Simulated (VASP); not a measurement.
Here is a VASP 6.6.1 calculation.

File INCAR:

```
SYSTEM = SnMo2
PREC = Accurate
ENCUT = 600
EDIFF = 1E-6
ISMEAR = 0
SIGMA = 0.1
LREAL = .FALSE.
LASPH = .TRUE.
NELM = 80
ALGO = Fast
ISIF = 3
LWAVE = .FALSE.
LCHARG = .FALSE.
GGA = PE
IBRION = 2
NSW = 90
EDIFFG = -0.04
```

The input KPOINTS:

```
regular mesh
0
G
  4 4 6
  0 0 0
```

File POSCAR:

```
SnMo2
1.0
    5.6682417675      0.0000000000      0.0000000000
    0.0000000000      5.6682417675      0.0000000000
    0.0000000000      0.0000000000      3.6509201981
Sn Mo
2 4
Direct
    0.0000000000      0.0000000000      0.0000000000
    0.5000000000      0.5000000000      0.5000000000
    0.3060000000      0.3060000000      0.0000000000
    0.1940000000      0.8060000000      0.5000000000
    0.6940000000      0.6940000000      0.0000000000
    0.8060000000      0.1940000000      0.5000000000
```

Potentials or basis: VASP PAW PBE potentials, release 64 (Sn_d, Mo_sv).

Launch:

```console
$ cat potpaw_PBE.64/Sn_d/POTCAR potpaw_PBE.64/Mo_sv/POTCAR > POTCAR
$ mpirun -np 1 vasp_std > vasp.out
```

Question: What does it give for the relaxed cell?

Answer: a = 5.296 Å, b = 5.296 Å, c = 5.041 Å, α = 90.00°, β = 90.00°, γ = 90.00°.

Question: Estimate the band gap on the k mesh.

Answer: Zero (bands 42 and 43 overlap by 0.75 eV).

Question: What does it give for the relaxed volume?

Answer: 23.56 Å³/atom.

Question: Predict the space group after relaxing (to 0.1 Å).

Answer: P4_2/mnm (No. 136).

Final structure:
```yaml
crystal:
  lattice:
    - [5.29585, 0.00000, 0.00000]
    - [0.00000, 5.29585, 0.00000]
    - [0.00000, 0.00000, 5.04110]
  atoms:
    - { symbol: Sn, position: [0.00000, 0.00000, 0.00000] }
    - { symbol: Sn, position: [0.50000, 0.50000, 0.50000] }
    - { symbol: Mo, position: [0.35083, 0.35083, 0.00000] }
    - { symbol: Mo, position: [0.14917, 0.85083, 0.50000] }
    - { symbol: Mo, position: [0.64917, 0.64917, 0.00000] }
    - { symbol: Mo, position: [0.85083, 0.14917, 0.50000] }
```

Caveat: the volume moved by over 15 % at a fixed basis, so the end points are rough; spin-orbit coupling is left out, which moves the levels of the heavy elements.
